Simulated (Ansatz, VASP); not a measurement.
Ge3N4: VASP beside Ansatz

The input INCAR:

```
  ALGO = Normal
  EDIFF = 1E-6
  ENCUT = 600
  GGA = PE
  GGA_COMPAT = F
  ISIF = 2
  ISMEAR = -1
  LASPH = T
  LCHARG = F
  LREAL = F
  LWAVE = F
  NBANDS = 75
  NELM = 120
  PREC = Accurate
  SIGMA = 0.02
```

File KPOINTS:

```
k-points
0
Gamma
  6 6 8
```

POSCAR

```
Ge3N4
1.0
    8.2852452667      0.0000000000      0.0000000000
   -4.1426226333      7.1752328775      0.0000000000
    0.0000000000      0.0000000000      3.0453912630
Ge N
6 8
Direct
    0.8239965753      0.2316135010      0.7500000000
    0.5923830743      0.8239965753      0.2500000000
    0.2316135010      0.4076169257      0.2500000000
    0.7683864990      0.5923830743      0.7500000000
    0.4076169257      0.1760034247      0.7500000000
    0.1760034247      0.7683864990      0.2500000000
    0.6666666667      0.3333333333      0.7500000000
    0.3333333333      0.6666666667      0.2500000000
    0.6682605403      0.9705271805      0.7500000000
    0.6977333598      0.6682605403      0.2500000000
    0.9705271805      0.3022666402      0.2500000000
    0.0294728195      0.6977333598      0.7500000000
    0.3317394597      0.0294728195      0.2500000000
    0.3022666402      0.3317394597      0.7500000000
```

Input for Ansatz:

```yaml
crystal:
  lattice:
    - [8.2852452667, 0.0, 0.0]
    - [-4.1426226333, 7.1752328775, 0.0]
    - [0.0, 0.0, 3.045391263]
  atoms:
    - { symbol: Ge, position: [0.8239965753, 0.231613501, 0.75] }
    - { symbol: Ge, position: [0.5923830743, 0.8239965753, 0.25] }
    - { symbol: Ge, position: [0.231613501, 0.4076169257, 0.25] }
    - { symbol: Ge, position: [0.768386499, 0.5923830743, 0.75] }
    - { symbol: Ge, position: [0.4076169257, 0.1760034247, 0.75] }
    - { symbol: Ge, position: [0.1760034247, 0.768386499, 0.25] }
    - { symbol: "N", position: [0.6666666667, 0.3333333333, 0.75] }
    - { symbol: "N", position: [0.3333333333, 0.6666666667, 0.25] }
    - { symbol: "N", position: [0.6682605403, 0.9705271805, 0.75] }
    - { symbol: "N", position: [0.6977333598, 0.6682605403, 0.25] }
    - { symbol: "N", position: [0.9705271805, 0.3022666402, 0.25] }
    - { symbol: "N", position: [0.0294728195, 0.6977333598, 0.75] }
    - { symbol: "N", position: [0.3317394597, 0.0294728195, 0.25] }
    - { symbol: "N", position: [0.3022666402, 0.3317394597, 0.75] }
kpoints:
  mp_grid: { grid: [6, 6, 8] }
  band_path:
    path:
      - [0.0, 0.0, 0.0]
      - [0.5, 0.0, 0.0]
      - [0.3333333333, 0.3333333333, 0.0]
      - [0.0, 0.0, 0.5]
      - [0.5, 0.0, 0.5]
      - [0.3333333333, 0.3333333333, 0.5]
    npoints: 1
hamiltonian:
  xc: pbe
scf:
  occupations: { method: fermi_dirac, width: 0.02 }
  n_extra_bands: 7
output:
  forces: true
  stress: true
  eigenvalues: true
  write_density: true
  write_potential: true
  elf: true
  volumetric_format: npy
```

Change from the starting cell: epitaxial_xy strain +3.0%.

Alike in both runs: task single point; functional PBE; k mesh 6 × 6 × 8; occupations fermi-dirac, width 0.02 eV; no spin polarisation.

|  | VASP | Ansatz |
| --- | --- | --- |
| version | VASP 6.6.1 | Ansatz 0.2.0 |
| potentials or method | VASP PAW PBE potentials, release 64 (Ge_d, N) | plane waves, PAW |
| plane-wave cutoff (eV) | 600 | 420 |
| valence electrons in the cell | 124 | 124 |

```csv
,VASP,Ansatz,Ansatz less VASP
gap on the k mesh at the Fermi level (eV),1.44,1.43,-0.010
pressure (GPa),-2.5,-1.9,+0.57
"traceless stress, the component that is largest in VASP (GPa)",8.02,8.05,+0.029
rms of the force components (eV/Å),0.024,0.028,+0.0038
```

Atom by atom the forces differ by 0.006 eV/Å (rms over components).
